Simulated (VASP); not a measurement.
# H3C2ClF4 in VASP: a series of runs

The runs below take H3C2ClF4 through single point, with LDA.

Program: VASP 6.6.1. These are calculated values, not measurements. Logs are shortened: lines on timing, memory, paths and dates and some standing lists are left out, and cuts for length are marked.

**1. The cell of the first run**

The cell holds a disordered packing, 40 atoms: a = 8.366 Å, b = 8.366 Å, c = 8.366 Å, α = 90.00°, β = 90.00°, γ = 90.00°.

**2. Single point, LDA**

INCAR reads:

```
SYSTEM = H3C2ClF4
PREC = Accurate
ENCUT = 1010
EDIFF = 1E-6
ISMEAR = -1
SIGMA = 0.02
LREAL = Auto
LASPH = .True.
NELM = 120
ALGO = Normal
ISIF = 2
LWAVE = .False.
LCHARG = .False.
NBANDS = 118
GGA_COMPAT = .False.
```

KPOINTS reads:

```
regular mesh
0
Gamma
  1 1 1
  0 0 0
```

POSCAR reads:

```
H3C2ClF4
1.0
    8.3663050000      0.0000000000      0.0000000000
    0.0000000000      8.3663050000      0.0000000000
    0.0000000000      0.0000000000      8.3663050000
C Cl H F
8 4 12 16
Direct
    0.9351798673      0.7949267927      0.6029184927
    0.6286526728      0.0171282304      0.7421675399
    0.2593259509      0.7627381502      0.0627397639
    0.9815444213      0.2710396047      0.5121257234
    0.5557292018      0.5803637329      0.3567883313
    0.6308997819      0.5268275541      0.8077400955
    0.0568829370      0.2599713972      0.0146540199
    0.6217918185      0.1112079944      0.2330419462
    1.0169005314      0.9490569612      0.7170788060
    0.4236517794     -0.0193753395      0.7207841455
    0.1710791084      0.7107677762      0.2527997724
    1.1068446584      0.3894311766      0.6341748239
    0.8040467088      0.7877790733      0.6100423066
    0.9590852832      0.8052419796      0.4727415508
    0.9869470453      0.6793441071      0.6435935577
    0.6685866700      0.0722660721      0.6310193090
    0.6515421085      0.0943905344      0.8434906449
    0.6934483024     -0.1010840508      0.7492196376
    0.3459233198      0.8609535512      0.0831549890
    0.3078658978      0.6495938171      0.0057851106
    0.1639552945      0.7879225058     -0.0235587873
    0.9116688909      0.3583899941      0.4405050975
    1.0568584339      0.2216271102      0.4126433354
    0.8996325140      0.2038414808      0.5851448160
    0.7031299959      0.5478523673      0.3979175992
    0.5287041292      0.7350078679      0.3846500934
    0.5355769363      0.5628410630      0.2035187577
    0.4521111769      0.4848855020      0.4323653034
    0.7260433369      0.6066118794      0.9073778687
    0.5323377524      0.4461826338      0.8970387764
    0.5493584085      0.6283777606      0.7181306443
    0.7244536268      0.4451786063      0.7082338021
    0.1399662097      0.3901722445      0.0128252556
    0.0239771321      0.2292409851      0.1643138757
   -0.0756486884      0.2644895208     -0.0644370484
    0.1516320526      0.1473649359     -0.0464243175
    0.6202379665      0.2069611376      0.3690757150
    0.6408802930      0.2082400773      0.1160010303
    0.7388685925      0.0082951793      0.2350858593
    0.4864513068      0.0413683221      0.2260496121
```

Potentials or basis: VASP PAW LDA potentials, release 64 (C_h, Cl, H_h, F_h).

Command:

```
> cat potpaw_LDA.64/C_h/POTCAR potpaw_LDA.64/Cl/POTCAR potpaw_LDA.64/H_h/POTCAR potpaw_LDA.64/F_h/POTCAR > POTCAR
> mpirun -np 1 vasp_gam > vasp.out
```

OUTCAR:

```text
SYSTEM = H3C2ClF4
   PREC = Accurate
   ENCUT = 1010
   EDIFF = 1E-6
   ISMEAR = -1
   LREAL = Auto
   LASPH = .True.
   NELM = 120
   ISIF = 2

 ion  position               nearest neighbor table
   1  0.935  0.795  0.603-  13 1.10  14 1.11  15 1.11   9 1.74
   2  0.629  0.017  0.742-  17 1.08  16 1.09  18 1.13  10 1.75
   3  0.259  0.763  0.063-  21 1.10  19 1.11  20 1.13  11 1.81
   4  0.982  0.271  0.512-  24 1.08  22 1.11  23 1.12  12 1.77
   5  0.556  0.580  0.357-  27 1.30  25 1.31  26 1.33  28 1.34
   6  0.631  0.527  0.808-  30 1.30  31 1.32  32 1.33  29 1.33
   7  0.057  0.260  0.015-  35 1.29  33 1.29  34 1.31  36 1.33
   8  0.622  0.111  0.233-  40 1.28  38 1.28  39 1.30  37 1.39
   9  0.017  0.949  0.717-   1 1.74
  10  0.424  0.981  0.721-   2 1.75
  11  0.171  0.711  0.253-   3 1.81
  12  0.107  0.389  0.634-   4 1.77
  13  0.804  0.788  0.610-   1 1.10
  14  0.959  0.805  0.473-   1 1.11
[... 24 lines left out ...]
  39  0.739  0.008  0.235-   8 1.30
  40  0.486  0.041  0.226-   8 1.28

  LATTYP: Found a simple cubic cell.
 ALAT       =     8.3663050000

  Lattice vectors:

 A1 = (   8.3663050000,   0.0000000000,   0.0000000000)
 A2 = (   0.0000000000,   8.3663050000,   0.0000000000)
 A3 = (   0.0000000000,   0.0000000000,   8.3663050000)

Analysis of symmetry for initial positions (statically):
=====================================================================
 Subroutine PRICEL returns:
 Original cell was already a primitive cell.

 Routine SETGRP: Setting up the symmetry group for a
 simple cubic supercell.

 Subroutine GETGRP returns: Found  1 space group operations
 (whereof  1 operations were pure point group operations)
 out of a pool of 48 trial point group operations.

The static configuration has the point symmetry C_1 .

Analysis of symmetry for dynamics (positions and initial velocities):
=====================================================================
 Subroutine PRICEL returns:
 Original cell was already a primitive cell.

 Routine SETGRP: Setting up the symmetry group for a
 simple cubic supercell.

 Subroutine GETGRP returns: Found  1 space group operations
 (whereof  1 operations were pure point group operations)
 out of a pool of 48 trial point group operations.

The dynamic configuration has the point symmetry C_1 .

 Subroutine INISYM returns: Found  1 space group operations
 (whereof  1 operations are pure point group operations),
 and found     1 'primitive' translations

----------------------------------------------------------------------------------------

                                     Primitive cell

  volume of cell :     585.6000

  direct lattice vectors                    reciprocal lattice vectors
     8.366305000  0.000000000  0.000000000     0.119527079  0.000000000  0.000000000
     0.000000000  8.366305000  0.000000000     0.000000000  0.119527079  0.000000000
     0.000000000  0.000000000  8.366305000     0.000000000  0.000000000  0.119527079

  length of vectors
     8.366305000  8.366305000  8.366305000     0.119527079  0.119527079  0.119527079

  position of ions in fractional coordinates (direct lattice)
     0.935179867  0.794926793  0.602918493
     0.628652673  0.017128230  0.742167540
     0.259325951  0.762738150  0.062739764
     0.981544421  0.271039605  0.512125723
     0.555729202  0.580363733  0.356788331
     0.630899782  0.526827554  0.807740096
[... 32 lines left out ...]
     0.738868592  0.008295179  0.235085859
     0.486451307  0.041368322  0.226049612

  ion indices of the primitive-cell ions
   primitive index   ion index
                 1           1
                 2           2
                 3           3
                 4           4
                 5           5
                 6           6
[... 32 lines left out ...]
                39          39
                40          40

----------------------------------------------------------------------------------------

 KPOINTS: regular mesh

Automatic generation of k-mesh.
 Grid dimensions read from file:
 generate k-points for:    1    1    1

 Generating k-lattice:

  Cartesian coordinates                     Fractional coordinates (reciprocal lattice)
     0.119527079  0.000000000  0.000000000     1.000000000  0.000000000  0.000000000
     0.000000000  0.119527079  0.000000000     0.000000000  1.000000000  0.000000000
     0.000000000  0.000000000  0.119527079     0.000000000  0.000000000  1.000000000

  Length of vectors
     0.119527079  0.119527079  0.119527079

  Shift w.r.t. Gamma in fractional coordinates (k-lattice)
     0.000000000  0.000000000  0.000000000

 Subroutine IBZKPT returns following result:
 ===========================================

 Found      1 irreducible k-points:

 Following reciprocal coordinates:
            Coordinates               Weight
  0.000000  0.000000  0.000000      1.000000
   k-points           NKPTS =      1   k-points in BZ     NKDIM =      1   number of bands    NBANDS=    118
   number of dos      NEDOS =    301   number of ions     NIONS =     40
   total plane-waves  NPLWV = 729000
   dimension x,y,z NGX =    90 NGY =   90 NGZ =   90
   dimension x,y,z NGXF=   180 NGYF=  180 NGZF=  180
   ions per type =               8   4  12  16
   NGX,Y,Z   is equivalent  to a cutoff of  17.88, 17.88, 17.88 a.u.
   NGXF,Y,Z  is equivalent  to a cutoff of  35.77, 35.77, 35.77 a.u.
 SYSTEM =  H3C2ClF4
   PREC   = accura    normal or accurate (medium, high low for compatibility)
   ISTART =      0    job   : 0-new  1-cont  2-samecut
   ICHARG =      2    charge: 1-file 2-atom 10-const
   ISPIN  =      1    spin polarized calculation?
   LNONCOLLINEAR =      F non collinear calculations
   LSORBIT =      F    spin-orbit coupling
   LASPH  =      T    aspherical Exc in radial PAW
   ENCUT  = 1010.0 eV  74.23 Ry    8.62 a.u.  21.68 21.68 21.68*2*pi/ulx,y,z
   NELM   =    120;   NELMIN=  2; NELMDL= -5     # of ELM steps
   EDIFF  = 0.1E-05   stopping-criterion for ELM
   LREAL  =      T    real-space projection
   EDIFFG = 0.1E-04   stopping-criterion for IOM
   NSW    =      0    number of steps for IOM
[... 5 lines left out ...]
   TEBEG  =    0.0;   TEEND  =   0.0 temperature during run
   PSTRESS=    0.0 pullay stress
   NELECT =     184.0000    total number of electrons
   NUPDOWN=      -1.0000    fix difference up-down
   EMIN   =  10.00;   EMAX   =-10.00  energy-range for DOS
   EFERMI =   0.00;   METHOD = LEGACY
   ISMEAR =    -1;   SIGMA  =   0.02  broadening in eV -4-tet -1-fermi 0-gaus
   EFERMI_NEDOS =   21; number of points for ismear=-14 and -15
   IALGO  =     38    algorithm
   IMIX   =      4    mixing-type and parameters
     AMIX     =   0.40;   BMIX     =  1.00
     AMIX_MAG =   1.60;   BMIX_MAG =  1.00
  volume/ion in A,a.u.               =      14.64        98.80
  Fermi-wavevector in a.u.,A,eV,Ry     =   1.112962  2.103194 16.853330  1.238685
  Thomas-Fermi vector in A             =   2.249542
   LORBIT       =      0    0 simple, 1 ext, 2 COOP (PROOUT), +10 PAW based schemes
   GGA     = CA    functional components
   LHFCALC =     F    Hartree Fock is set to
   AEXX    =    0.0000 exact exchange contribution
   IVDW    =     0    specifies the selected vdW correction
   LEPSILON=     F    determine dielectric tensor
   LRPA    =     F    only Hartree local field effects (RPA)
 non-spin polarized calculation
  energy-cutoff  :     1010.00
  volume of cell :      585.60
 maximum number of plane-waves:     21466
 NGX is ok and might be reduce to    90
   NGX = 43   NGY = 43   NGZ = 43

 number of electron     183.9999966 magnetization

 Free energy of the ion-electron system (eV)
  ---------------------------------------------------
  ext. energy  EPLUGINS =         0.00000000
  ---------------------------------------------------
  free energy    TOTEN  =      -209.24054074 eV

  energy without entropy =     -209.24054074  energy(sigma->0) =     -209.24054074

 E-fermi :  -1.3498     XC(G=0):  -7.6614

 val. band max:       -1.9547042963   @ k =   0.0000   0.0000   0.0000
 cond. band min:       3.2969726102   @ k =   0.0000   0.0000   0.0000
 fundamental gap:      5.2516769065
 Fermi energy:        -1.3498247229

 k-point     1 :       0.0000    0.0000    0.0000
  band No.  band energies     occupation
      1     -30.7226      2.00000
      2     -30.4266      2.00000
      3     -30.2702      2.00000
      4     -30.0688      2.00000
      5     -27.8474      2.00000
      6     -27.5754      2.00000
[... 96 lines left out ...]
    103       5.8306      0.00000
    104       6.0193      0.00000
 [bands above 104 left out]

------------------------ aborting loop because EDIFF is reached ----------------------------------------

  FORCE on cell =-STRESS in cart. coord.  units (eV):
  Direction    XX          YY          ZZ          XY          YZ          ZX
  --------------------------------------------------------------------------------------
  -------------------------------------------------------------------------------------
  Total        1.4467534      2.0644994      1.2206915      0.6465427     -3.1946969      2.1906322
  in kB        3.9582574      5.6483846      3.3397613      1.7689141     -8.7405580      5.9934787
  external PRESSURE =       4.3154677 kB  Pullay stress =       0.0000000 kB

 VOLUME and BASIS-vectors are now :
 -----------------------------------------------------------------------------
  energy-cutoff  :     1010.00
  volume of cell :      585.60
      direct lattice vectors                 reciprocal lattice vectors
     8.366305000  0.000000000  0.000000000     0.119527079  0.000000000  0.000000000
     0.000000000  8.366305000  0.000000000     0.000000000  0.119527079  0.000000000
     0.000000000  0.000000000  8.366305000     0.000000000  0.000000000  0.119527079

 POSITION                                       TOTAL-FORCE (eV/Angst)
 -----------------------------------------------------------------------------------
      7.82400      6.65060      5.04420         0.020914     -1.039879     -0.725596
      5.25950      0.14330      6.20920         0.520407     -1.214094     -0.562728
      2.16960      6.38130      0.52490        -0.149591     -1.321597     -0.149410
      8.21190      2.26760      4.28460         0.491383      1.924558     -1.876527
      4.64940      4.85550      2.98500        -1.088680      0.619477      0.124656
      5.27830      4.40760      6.75780         0.915919      1.316779     -0.191873
[... 32 lines left out ...]
      6.18160      0.06940      1.96680         0.386081     -0.325358      0.471711
      4.06980      0.34610      1.89120        -1.544271     -1.066659     -0.132594
 -----------------------------------------------------------------------------------
    total drift:                               -0.015310     -0.004897     -0.007508

  FREE ENERGIE OF THE ION-ELECTRON SYSTEM (eV)
  ---------------------------------------------------
  free  energy   TOTEN  =      -209.2405407370 eV

  energy  without entropy=     -209.2405407370  energy(sigma->0) =     -209.24054074
```

Run time: 3.6 min. Hardware: 1 thread of Intel Xeon 6975P-C (Granite Rapids), shared host; peak memory 0.91 GiB.

What came out:

- Free energy: -209.2405 eV
- Pressure: 0.4 GPa
- Largest force: 2.734 eV/Å
- Band gap on the k mesh: 5.25 eV

Forces on the atoms (eV/Å):
```
C    0.021 -1.040 -0.726
C    0.520 -1.214 -0.563
C   -0.150 -1.322 -0.149
C    0.491  1.925 -1.877
C   -1.089  0.619  0.125
C    0.916  1.317 -0.192
C    1.375 -1.057 -0.022
C    0.524  1.538  2.199
Cl  -0.046  0.022  0.056
Cl  -0.538 -0.075  0.113
Cl   0.257  0.142 -0.663
Cl   0.079 -0.159  0.176
H   -0.007  0.136  0.325
H    0.368  0.316  0.287
H   -0.124  0.224 -0.090
H    0.190  0.337 -0.200
H    0.120  0.192  0.418
H   -0.478  0.878  0.394
H   -0.276 -0.434 -0.332
H    0.306  0.828  0.853
H   -0.237  0.789  0.198
H   -0.206 -0.023  0.382
H   -0.392 -0.701  1.205
H   -0.002 -0.859  0.140
F    0.376 -0.338  0.241
F   -0.120 -0.263  0.784
F    0.156 -0.694 -1.112
F    0.709  0.737 -0.025
F    0.132  0.205 -0.146
F   -0.204 -1.093 -0.357
F   -0.231  0.204  0.076
F   -0.583 -0.706  0.659
F    0.119  1.707 -0.465
F   -0.362 -0.661  1.045
F   -0.875  0.482 -0.768
F   -0.264 -0.408  0.150
F    0.460 -1.213 -0.734
F    0.221  1.055 -1.745
F    0.386 -0.325  0.472
F   -1.544 -1.067 -0.133
```

Stress tensor (GPa, compression positive):
```
 0.40  0.18  0.60
 0.18  0.56 -0.87
 0.60 -0.87  0.33
```

Levels at points of the mesh, in eV from the valence-band top:
| k point | band 88 | band 89 | band 90 | band 91 | band 92 | band 93 | band 94 | band 95 | band 96 | band 97 |
| --- | --- | --- | --- | --- | --- | --- | --- | --- | --- | --- |
| (0.00, 0.00, 0.00) | -0.46 | -0.30 | -0.29 | -0.22 | 0.00 | 5.25 | 5.80 | 6.07 | 6.42 | 6.68 |

Caveat: the k points lie up to 0.75 Å⁻¹ apart.

**3. Single point, LDA**

INCAR reads:

```
SYSTEM = H3C2ClF4
PREC = Accurate
ENCUT = 1010
EDIFF = 1E-6
ISMEAR = -1
SIGMA = 0.02
LREAL = Auto
LASPH = .TRUE.
NELM = 120
ALGO = Normal
ISIF = 2
LWAVE = .FALSE.
LCHARG = .FALSE.
GGA = CA
NBANDS = 118
GGA_COMPAT = .FALSE.
```

KPOINTS reads:

```
regular mesh
0
G
  1 1 1
  0 0 0
```

POSCAR reads:

```
H3C2ClF4
1.0
    8.3663050000      0.0000000000      0.0000000000
    0.0000000000      8.3663050000      0.0000000000
    0.0000000000      0.0000000000      8.3663050000
C Cl H F
8 4 12 16
Direct
    0.9407856873      0.7862252213      0.6227241297
    0.6344377835      0.0259373762      0.7303821699
    0.2471819997      0.7590447635      0.0731147143
    0.9950509813      0.2695813743      0.4984398728
    0.5556455329      0.5668213148      0.3555093915
    0.6304455790      0.5286204603      0.8058157096
    0.0663733871      0.2536006039      0.0148452632
    0.6050699801      0.1018848823      0.2312370873
    1.0159443147      0.9572326134      0.7197801180
    0.4199942507     -0.0121319985      0.7148436496
    0.1663577888      0.7072895382      0.2529671103
    1.0999957568      0.3835265389      0.6431154494
    0.8069631695      0.7636943669      0.6502990269
    0.9575672893      0.7877073571      0.4936587896
    1.0025214237      0.6850575015      0.6749694160
    0.6692560216      0.1062476207      0.6282821389
    0.6679053656      0.0863224566      0.8455106526
    0.6989465481     -0.0890118158      0.7179274483
    0.3460069887      0.8446739630      0.0971635626
    0.2807810617      0.6481236340      0.0176063388
    0.1508790320      0.8069512168     -0.0112116400
    0.9427459314      0.3719802230      0.4282535719
    1.0817320191      0.2169057905      0.4268670578
    0.8790140928      0.2086942802      0.5324333741
    0.6971655946      0.5164286982      0.3912599409
    0.5401787288      0.7182382187      0.4009655397
    0.5282260209      0.5404416884      0.2064949820
    0.4423099564      0.4837141366      0.4351263790
    0.7306092714      0.6196881419      0.8931780517
    0.5446609943      0.4341462569      0.8944450388
    0.5421150675      0.6323699650      0.7139950074
    0.7082098967      0.4290065925      0.7081859913
    0.1320176589      0.3964354634      0.0131479787
    0.0324157439      0.2073436242      0.1630588414
   -0.0747522353      0.2664736703     -0.0595603435
    0.1563294668      0.1514288566     -0.0571100384
    0.6113690572      0.1749517858      0.3807654634
    0.6090024210      0.2123876670      0.1167660036
    0.7302506901      0.0076138749      0.2385760500
    0.4802119932      0.0212877728      0.2190931361
```

Potentials or basis: VASP PAW LDA potentials, release 64 (C_h, Cl, H_h, F_h).

Command:

```
> cat potpaw_LDA.64/C_h/POTCAR potpaw_LDA.64/Cl/POTCAR potpaw_LDA.64/H_h/POTCAR potpaw_LDA.64/F_h/POTCAR > POTCAR
> mpirun -np 1 vasp_gam > vasp.out
```

It took 5.6 min on 1 thread of Intel Xeon 6975P-C (Granite Rapids), shared host; peak memory 0.89 GiB.

Results (log left out):

* Free energy: -208.7124 eV
* Pressure: -0.2 GPa
* Largest force: 4.181 eV/Å
* Band gap on the k mesh: 5.16 eV

Forces on the atoms (eV/Å):
```
C   -1.527 -0.529  0.635
C   -0.067  0.447 -0.225
C   -0.677  1.059 -1.361
C   -2.775  3.119  0.230
C   -2.067 -0.304  1.815
C    0.355  0.612 -1.352
C   -1.756  0.781 -0.102
C    2.264  2.063  2.431
Cl  -0.242 -0.104 -0.213
Cl   0.941  0.219  0.225
Cl  -0.773 -0.295  1.477
Cl  -0.135 -0.536  0.496
H    1.476  0.487 -0.380
H    0.202  0.289 -0.329
H    0.390 -0.546 -0.008
H   -0.287 -0.486  0.586
H   -0.454 -0.379 -0.535
H   -0.401  0.396  0.180
H   -0.361 -0.416 -0.616
H    0.848 -0.532 -0.425
H    0.880  0.116  0.815
H    0.367 -0.632 -0.194
H    1.110 -1.579 -1.008
H    1.443 -0.206  0.420
F    1.198 -0.335  0.446
F    0.213 -0.005 -0.726
F   -0.031  0.597 -1.750
F    0.663  0.098  0.140
F   -0.682 -0.984 -0.528
F   -0.762  0.666  0.693
F    0.684 -1.315  1.280
F    0.415  0.909  0.050
F    0.424  0.114  0.391
F    0.567 -0.013  0.036
F    0.060 -0.220 -0.127
F    0.677 -0.590 -0.066
F   -0.656  0.227 -1.419
F    0.538 -0.493  0.517
F    0.652 -0.200 -1.241
F   -2.712 -1.499 -0.258
```

Stress tensor (GPa, compression positive):
```
-0.62 -0.65 -1.29
-0.65 -0.70  0.21
-1.29  0.21  0.59
```

Levels at points of the mesh, in eV from the valence-band top:
```
           k point  band 90  band 91  band 92  band 93  band 94  band 95
(0.00, 0.00, 0.00)    -0.28    -0.23     0.00     5.16     5.83     6.03
```

Caveat: the k points lie up to 0.75 Å⁻¹ apart.
